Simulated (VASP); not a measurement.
The system is ScHg.

```
Sc Hg
1.0
     3.48000    0.00000    0.00000
     0.00000    3.48000    0.00000
     0.00000    0.00000    3.48000
Sc Hg
1 1
Direct
  0.50000 0.50000 0.50000
  0.00000 0.00000 0.00000
```

```yaml
Program: VASP 6.6.1
Task: relaxation of cell and atoms
Functional: LDA
Potentials_or_basis: VASP PAW LDA potentials, release 64 (Sc_sv, Hg)
Cutoff: 600 eV
k_mesh: 10 × 10 × 10
Occupations: fermi-dirac, width 0.05 eV
Spin: no spin polarisation
```

At the start: pressure -3.6 GPa; volume 21.07 Å³/atom.

Task: How do energy, volume and symmetry change on relaxing?

Result: Over 4 steps the energy falls by 9.5 meV/atom and the volume is 20.23 Å³/atom (-4.0 %); space group Pm-3m (No. 221, to 0.05 Å).

Step by step:
```tsv
step	energy change (eV)	largest force (eV/Å)	pressure (GPa)	volume (Å³)
1	0.0000	0.0000	-3.59	42.14
2	-0.0085	0.0000	2.99	39.33
3	-0.0190	0.0000	-0.07	40.50
4	-0.0190	0.0000	0.01	40.46
```

Final structure:
```yaml
crystal:
  lattice:
    - [3.43313, 0.00000, 0.00000]
    - [0.00000, 3.43313, 0.00000]
    - [0.00000, 0.00000, 3.43313]
  atoms:
    - { symbol: Sc, position: [0.50000, 0.50000, 0.50000] }
    - { symbol: Hg, position: [0.00000, 0.00000, 0.00000] }
```
